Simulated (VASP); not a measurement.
# AlAu (Pm-3m) in VASP: a series of runs

Runs on AlAu. Level: LDA. Tasks: single point.

Everything below comes from runs of VASP 6.6.1. Logs are shortened: lines on timing, memory, paths and dates and some standing lists are left out, and cuts for length are marked.

## 1. The cell of the first run

Symmetry: Pm-3m, No. 221, cubic system. The conventional cell has a = 3.266 Å, b = 3.266 Å, c = 3.266 Å, α = 90.00°, β = 90.00°, γ = 90.00°. Within 3.7 Å of Al (site symmetry m-3m) lie 8 Au at 2.83 Å and 6 Al at 3.27 Å. Within 3.7 Å of Au (site symmetry m-3m) lie 8 Al at 2.83 Å and 6 Au at 3.27 Å.

## 2. Single point, LDA

INCAR reads:

```
ALGO = Normal
EDIFF = 1E-6
ENCUT = 500
GGA_COMPAT = F
ISIF = 2
ISMEAR = 1
LASPH = T
LCHARG = F
LREAL = F
LWAVE = F
NBANDS = 14
NELM = 120
PREC = Accurate
SIGMA = 0.1
```

KPOINTS reads:

```
k-points
0
Gamma
  9 9 9
```

POSCAR reads:

```
AlAu
1.0
    3.2663671547      0.0000000000      0.0000000000
    0.0000000000      3.2663671547      0.0000000000
    0.0000000000      0.0000000000      3.2663671547
Al Au
1 1
Direct
    0.0000000000      0.0000000000      0.0000000000
    0.5000000000      0.5000000000      0.5000000000
```

Potentials or basis: VASP PAW LDA potentials, release 64 (Al, Au).

Started as:

```console
> cat potpaw_LDA.64/Al/POTCAR potpaw_LDA.64/Au/POTCAR > POTCAR
> mpirun -np 1 vasp_std > vasp.out
```

OUTCAR:

```text
EDIFF = 1E-6
   ENCUT = 500
   ISIF = 2
   ISMEAR = 1
   LASPH = T
   LREAL = F
   NELM = 120
   PREC = Accurate

 ion  position               nearest neighbor table
   1  0.000  0.000  0.000-   2 2.83   2 2.83   2 2.83   2 2.83   2 2.83   2 2.83   2 2.83   2 2.83

   2  0.500  0.500  0.500-   1 2.83   1 2.83   1 2.83   1 2.83   1 2.83   1 2.83   1 2.83   1 2.83

  LATTYP: Found a simple cubic cell.
 ALAT       =     3.2663671547

  Lattice vectors:

 A1 = (   3.2663671547,   0.0000000000,   0.0000000000)
 A2 = (   0.0000000000,   3.2663671547,   0.0000000000)
 A3 = (   0.0000000000,   0.0000000000,   3.2663671547)

Analysis of symmetry for initial positions (statically):
=====================================================================
 Subroutine PRICEL returns:
 Original cell was already a primitive cell.

 Routine SETGRP: Setting up the symmetry group for a
 simple cubic supercell.

 Subroutine GETGRP returns: Found 48 space group operations
 (whereof 48 operations were pure point group operations)
 out of a pool of 48 trial point group operations.

The static configuration has the point symmetry O_h .

Analysis of symmetry for dynamics (positions and initial velocities):
=====================================================================
 Subroutine PRICEL returns:
 Original cell was already a primitive cell.

 Routine SETGRP: Setting up the symmetry group for a
 simple cubic supercell.

 Subroutine GETGRP returns: Found 48 space group operations
 (whereof 48 operations were pure point group operations)
 out of a pool of 48 trial point group operations.

The dynamic configuration has the point symmetry O_h .

 Subroutine INISYM returns: Found 48 space group operations
 (whereof 48 operations are pure point group operations),
 and found     1 'primitive' translations

----------------------------------------------------------------------------------------

                                     Primitive cell

  volume of cell :      34.8494

  direct lattice vectors                    reciprocal lattice vectors
     3.266367155  0.000000000  0.000000000     0.306150519  0.000000000  0.000000000
     0.000000000  3.266367155  0.000000000     0.000000000  0.306150519  0.000000000
     0.000000000  0.000000000  3.266367155     0.000000000  0.000000000  0.306150519

  length of vectors
     3.266367155  3.266367155  3.266367155     0.306150519  0.306150519  0.306150519

  position of ions in fractional coordinates (direct lattice)
     0.000000000  0.000000000  0.000000000
     0.500000000  0.500000000  0.500000000

  ion indices of the primitive-cell ions
   primitive index   ion index
                 1           1
                 2           2

----------------------------------------------------------------------------------------

 KPOINTS: k-points

Automatic generation of k-mesh.
 Grid dimensions read from file:
 generate k-points for:    9    9    9

 Generating k-lattice:

  Cartesian coordinates                     Fractional coordinates (reciprocal lattice)
     0.034016724  0.000000000  0.000000000     0.111111111  0.000000000  0.000000000
     0.000000000  0.034016724  0.000000000     0.000000000  0.111111111  0.000000000
     0.000000000  0.000000000  0.034016724     0.000000000  0.000000000  0.111111111

  Length of vectors
     0.034016724  0.034016724  0.034016724

  Shift w.r.t. Gamma in fractional coordinates (k-lattice)
     0.000000000  0.000000000  0.000000000

 Subroutine IBZKPT returns following result:
 ===========================================

 Found     35 irreducible k-points:

 Following reciprocal coordinates:
            Coordinates               Weight
  0.000000  0.000000  0.000000      1.000000
  0.111111  0.000000  0.000000      6.000000
  0.222222  0.000000  0.000000      6.000000
  0.333333  0.000000  0.000000      6.000000
  0.444444  0.000000  0.000000      6.000000
  0.111111  0.111111  0.000000     12.000000
[... 16 lines left out ...]
  0.333333  0.333333  0.111111     24.000000
  0.444444  0.333333  0.111111     48.000000
 [... further k-points ...]
   k-points           NKPTS =     35   k-points in BZ     NKDIM =     35   number of bands    NBANDS=     14
   number of dos      NEDOS =    301   number of ions     NIONS =      2
   total plane-waves  NPLWV =  13824
   dimension x,y,z NGX =    24 NGY =   24 NGZ =   24
   dimension x,y,z NGXF=    48 NGYF=   48 NGZF=   48
   ions per type =               1   1
   NGX,Y,Z   is equivalent  to a cutoff of  12.22, 12.22, 12.22 a.u.
   NGXF,Y,Z  is equivalent  to a cutoff of  24.43, 24.43, 24.43 a.u.
 SYSTEM =  unknown system
   PREC   = accura    normal or accurate (medium, high low for compatibility)
   ISTART =      0    job   : 0-new  1-cont  2-samecut
   ICHARG =      2    charge: 1-file 2-atom 10-const
   ISPIN  =      1    spin polarized calculation?
   LNONCOLLINEAR =      F non collinear calculations
   LSORBIT =      F    spin-orbit coupling
   LASPH  =      T    aspherical Exc in radial PAW
   ENCUT  =  500.0 eV  36.75 Ry    6.06 a.u.   5.96  5.96  5.96*2*pi/ulx,y,z
   NELM   =    120;   NELMIN=  2; NELMDL= -5     # of ELM steps
   EDIFF  = 0.1E-05   stopping-criterion for ELM
   LREAL  =      F    real-space projection
   EDIFFG = 0.1E-04   stopping-criterion for IOM
   NSW    =      0    number of steps for IOM
   IBRION =     -1    ionic relax: 0-MD 1-quasi-New 2-CG
   NFREE  =      0    steps in history (QN), initial steepest desc. (CG)
   ISIF   =      2    stress and relaxation
   ISYM   =      2    0-nonsym 1-usesym 2-fastsym
   POTIM  = 0.5000    time-step for ionic-motion
   TEBEG  =    0.0;   TEEND  =   0.0 temperature during run
   PSTRESS=    0.0 pullay stress
   NELECT =      14.0000    total number of electrons
   NUPDOWN=      -1.0000    fix difference up-down
   EMIN   =  10.00;   EMAX   =-10.00  energy-range for DOS
   EFERMI =   0.00;   METHOD = LEGACY
   ISMEAR =     1;   SIGMA  =   0.10  broadening in eV -4-tet -1-fermi 0-gaus
   EFERMI_NEDOS =   21; number of points for ismear=-14 and -15
   IALGO  =     38    algorithm
   IMIX   =      4    mixing-type and parameters
     AMIX     =   0.40;   BMIX     =  1.00
     AMIX_MAG =   1.60;   BMIX_MAG =  1.00
  volume/ion in A,a.u.               =      17.42       117.59
  Fermi-wavevector in a.u.,A,eV,Ry     =   1.207960  2.282713 19.853173  1.459167
  Thomas-Fermi vector in A             =   2.343582
   LORBIT       =      0    0 simple, 1 ext, 2 COOP (PROOUT), +10 PAW based schemes
   GGA     = CA    functional components
   LHFCALC =     F    Hartree Fock is set to
   AEXX    =    0.0000 exact exchange contribution
   IVDW    =     0    specifies the selected vdW correction
   LEPSILON=     F    determine dielectric tensor
   LRPA    =     F    only Hartree local field effects (RPA)
 non-spin polarized calculation
 Methfessel and Paxton  Order N= 1 SIGMA  =   0.10
  energy-cutoff  :      500.00
  volume of cell :       34.85
 maximum number of plane-waves:       901
 NGX is ok and might be reduce to    24
   NGX = 11   NGY = 11   NGZ = 11

 number of electron      13.9999995 magnetization

 Free energy of the ion-electron system (eV)
  ---------------------------------------------------
  ext. energy  EPLUGINS =         0.00000000
  ---------------------------------------------------
  free energy    TOTEN  =        -9.08485448 eV

  energy without entropy =       -9.08195727  energy(sigma->0) =       -9.08388874

 E-fermi :   8.6329     XC(G=0): -11.5047

 val. band max:        8.6262472565   @ k =   0.2222   0.1111   0.1111
 cond. band min:       8.6539566531   @ k =   0.3333   0.3333   0.1111
 fundamental gap:      0.0277093966
 Fermi energy:         8.6329190653

 k-point     1 :       0.0000    0.0000    0.0000
  band No.  band energies     occupation
      1      -2.1225      2.00000
      2       2.4894      2.00000
      3       2.4894      2.00000
      4       4.2244      2.00000
      5       4.2244      2.00000
      6       4.2244      2.00000
      7      11.5960      0.00000
      8      11.5960      0.00000
      9      11.5960      0.00000
     10      14.8950      0.00000
     11      16.2063      0.00000
     12      16.2063      0.00000
     13      25.3525      0.00000
     14      25.3525      0.00000

 k-point     2 :       0.1111    0.0000    0.0000
  band No.  band energies     occupation
      1      -1.9279      2.00000
      2       2.5247      2.00000
      3       2.5608      2.00000
      4       4.1125      2.00000
      5       4.1125      2.00000
      6       4.2364      2.00000
      7      10.2166     -0.00000
      8      11.8921      0.00000
      9      11.8921      0.00000
     10      15.4192      0.00000
     11      16.0271      0.00000
     12      17.4311      0.00000
     13      23.3187      0.00000
     14      23.3187      0.00000

 k-point     3 :       0.2222    0.0000    0.0000
  band No.  band energies     occupation
      1      -1.3595      2.00000
      2       2.6165      2.00000
      3       2.7040      2.00000
      4       3.8513      2.00000
      5       3.8513      2.00000
      6       4.2671      2.00000
      7       8.1404      2.00000
      8      12.7066      0.00000
      9      12.7066      0.00000
     10      15.5836      0.00000
     11      15.8175      0.00000
     12      20.1098      0.00000
     13      21.0528      0.00000
     14      21.0528      0.00000

 k-point     4 :       0.3333    0.0000    0.0000
  band No.  band energies     occupation
      1      -0.4715      2.00000
      2       2.6597      2.00000
      3       2.7248      2.00000
      4       3.5848      2.00000
      5       3.5848      2.00000
      6       4.3022      2.00000
      7       6.4699      2.00000
      8      13.8989      0.00000
      9      13.8989      0.00000
     10      15.0965      0.00000
     11      16.3440      0.00000
     12      18.9638      0.00000
     13      18.9638      0.00000
     14      20.1796      0.00000

 k-point     5 :       0.4444    0.0000    0.0000
  band No.  band energies     occupation
      1       0.5688      2.00000
      2       2.0900      2.00000
      3       2.7980      2.00000
      4       3.4247      2.00000
      5       3.4247      2.00000
      6       4.3254      2.00000
      7       5.6509      2.00000
      8      14.7876      0.00000
      9      15.3550      0.00000
     10      15.3550      0.00000
     11      17.0825      0.00000
[... 276 lines left out ...]
 k-point    22 :       0.4444    0.2222    0.1111
  band No.  band energies     occupation
      1       1.2025      2.00000
      2       2.0477      2.00000
      3       3.1406      2.00000
      4       3.2484      2.00000
      5       3.9037      2.00000
      6       4.4465      2.00000
      7       5.9280      2.00000
      8      11.4085      0.00000
      9      12.8690      0.00000
     10      14.0454      0.00000
     11      15.9748      0.00000
     12      18.5669      0.00000
     13      20.4336      0.00000
     14      21.9333      0.00000

 k-point    23 :       0.3333    0.3333    0.1111
  band No.  band energies     occupation
      1       0.8886      2.00000
      2       2.4243      2.00000
      3       3.3558      2.00000
      4       3.4285      2.00000
      5       3.9636      2.00000
      6       3.9681      2.00000
      7       7.7150      2.00000
      8       8.6540      0.65252
      9      12.6694      0.00000
     10      13.7885      0.00000
     11      17.5779      0.00000
     12      18.8577      0.00000
     13      19.1462      0.00000
     14      23.3221      0.00000

 k-point    24 :       0.4444    0.3333    0.1111
  band No.  band energies     occupation
      1       1.2581      2.00000
      2       2.4099      2.00000
      3       3.2227      2.00000
      4       3.4483      2.00000
      5       4.0270      2.00000
      6       4.8676      2.00000
      7       6.2788      2.00000
      8       9.4332     -0.00000
      9      10.9947      0.00000
     10      14.4784      0.00000
     11      16.9275      0.00000
     12      18.3612      0.00000
     13      20.3832      0.00000
     14      22.0177      0.00000

 [... further k-points ...]

------------------------ aborting loop because EDIFF is reached ----------------------------------------

  FORCE on cell =-STRESS in cart. coord.  units (eV):
  Direction    XX          YY          ZZ          XY          YZ          ZX
  --------------------------------------------------------------------------------------
  -------------------------------------------------------------------------------------
  Total       -2.3848358     -2.3848358     -2.3848358     -0.0000000      0.0000000      0.0000000
  in kB     -109.6412741   -109.6412741   -109.6412741     -0.0000000      0.0000000      0.0000000
  external PRESSURE =    -109.6412741 kB  Pullay stress =       0.0000000 kB

 VOLUME and BASIS-vectors are now :
 -----------------------------------------------------------------------------
  energy-cutoff  :      500.00
  volume of cell :       34.85
      direct lattice vectors                 reciprocal lattice vectors
     3.266367155  0.000000000  0.000000000     0.306150519  0.000000000  0.000000000
     0.000000000  3.266367155  0.000000000     0.000000000  0.306150519  0.000000000
     0.000000000  0.000000000  3.266367155     0.000000000  0.000000000  0.306150519

 POSITION                                       TOTAL-FORCE (eV/Angst)
 -----------------------------------------------------------------------------------
      0.00000      0.00000      0.00000         0.000000      0.000000      0.000000
      1.63318      1.63318      1.63318         0.000000      0.000000      0.000000
 -----------------------------------------------------------------------------------
    total drift:                                0.000000     -0.000000     -0.000000

  FREE ENERGIE OF THE ION-ELECTRON SYSTEM (eV)
  ---------------------------------------------------
  free  energy   TOTEN  =        -9.0848544804 eV

  energy  without entropy=       -9.0819572730  energy(sigma->0) =       -9.08388874
```

Run time: 5 s. Hardware: 1 thread of Intel Xeon 6975P-C (Granite Rapids), shared host; peak memory 0.13 GiB.

Results:

```
Free energy            : -9.0849 eV
Pressure               : -11.0 GPa
Band gap on the k mesh : zero (band 7 reaches 11.60 eV, above the bottom of band 8 at 7.97 eV)
```

Levels at points of the mesh, in eV from the Fermi level:
| k point | band 3 | band 4 | band 5 | band 6 | band 7 | band 8 | band 9 | band 10 | band 11 | band 12 |
| --- | --- | --- | --- | --- | --- | --- | --- | --- | --- | --- |
| (0.00, 0.00, 0.00) | -6.14 | -4.41 | -4.41 | -4.41 | 2.96 | 2.96 | 2.96 | 6.26 | 7.57 | 7.57 |

Caveat: spin-orbit coupling is left out, which moves the levels of the heavy elements.

## 3. Single point, LDA

This run uses another cell than the first one, of 17.93 Å³/atom, 1.029 times its volume.

INCAR reads:

```
ALGO = Normal ; EDIFF = 1E-6
ENCUT = 500 ; GGA = CA
GGA_COMPAT = F ; ISIF = 2
ISMEAR = 1 ; LASPH = T
LCHARG = F ; LREAL = F
LWAVE = F ; NBANDS = 14
NELM = 120 ; PREC = Accurate
SIGMA = 0.1
```

KPOINTS is that of step 2.

POSCAR reads:

```
AlAu
1.0
    3.2974772857      0.0000000000      0.0000000000
    0.0000000000      3.2974772857      0.0000000000
    0.0000000000      0.0000000000      3.2974772857
Al Au
1 1
Direct
    0.0000000000      0.0000000000      0.0000000000
    0.5000000000      0.5000000000      0.5000000000
```

Potentials or basis: VASP PAW LDA potentials, release 64 (Al, Au).

Started as:

```console
> cat potpaw_LDA.64/Al/POTCAR potpaw_LDA.64/Au/POTCAR > POTCAR
> mpirun -np 1 vasp_std > vasp.out
```

Wall time 4 s (1 thread of Intel Xeon 6975P-C (Granite Rapids), shared host); peak memory 0.13 GiB.

The run converged. Its results:

```
Free energy            : -9.0123 eV
Pressure               : -12.3 GPa
Band gap on the k mesh : zero (band 7 reaches 11.20 eV, above the bottom of band 8 at 7.57 eV)
```

Levels at points of the mesh, in eV from the Fermi level:
| k point | band 4 | band 5 | band 6 | band 7 | band 8 | band 9 | band 10 | band 11 |
| --- | --- | --- | --- | --- | --- | --- | --- | --- |
| (0.00, 0.00, 0.00) | -4.30 | -4.30 | -4.30 | 2.96 | 2.96 | 2.96 | 5.97 | 7.52 |

Caveat: spin-orbit coupling is left out, which moves the levels of the heavy elements.
